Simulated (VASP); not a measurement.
A run of VASP 6.6.1:

Contents of POSCAR:

```
CdS
1.0
    0.0000000000      2.7269062253      2.7269062253
    2.7269062253      0.0000000000      2.7269062253
    2.7269062253      2.7269062253      0.0000000000
Cd S
1 1
Direct
   -0.0063692780      0.0063692780      0.0148616487
    0.5223330012      0.4776669988      0.4478896639
```

Contents of INCAR.step1:

```
ALGO = Normal
EDIFF = 1E-4
ENCUT = 520
GGA = PE
ISMEAR = 0
LASPH = True
LCHARG = False
LREAL = False
LWAVE = True
NBANDS = 16
NELM = 80
PREC = Accurate
SIGMA = 0.05
```

File INCAR.step2:

```
ALGO = Normal
EDIFF = 1E-7
ENCUT = 520
ISIF = 2
ISMEAR = 0
ISTART = 1
LASPH = True
LCHARG = True
LELF = True
LMIXTAU = True
LREAL = False
LVHAR = True
LWAVE = False
METAGGA = R2SCAN
NBANDS = 16
NELM = 80
PREC = Accurate
SIGMA = 0.05
```

KPOINTS

```
k-points
0
Gamma
  8 8 8
```

Potentials or basis: VASP PAW PBE potentials, release 64 (Cd, S).

Launch:

```bash
$ cat potpaw_PBE.64/Cd/POTCAR potpaw_PBE.64/S/POTCAR > POTCAR
$ cp INCAR.step1 INCAR
$ mpirun -np 1 vasp_std > vasp.out
$ cp INCAR.step2 INCAR
$ mpirun -np 1 vasp_std > vasp.out
```

Hardware: 1 thread of Intel(R) Xeon(R) 6975P-C (Granite Rapids), on a shared host.

Q: Estimate the wall time of this run.

A: Wall time 3.8 min on 1 thread of Intel(R) Xeon(R) 6975P-C (Granite Rapids), on a shared host, peak memory 0.24 GiB. Counts: k points 150.
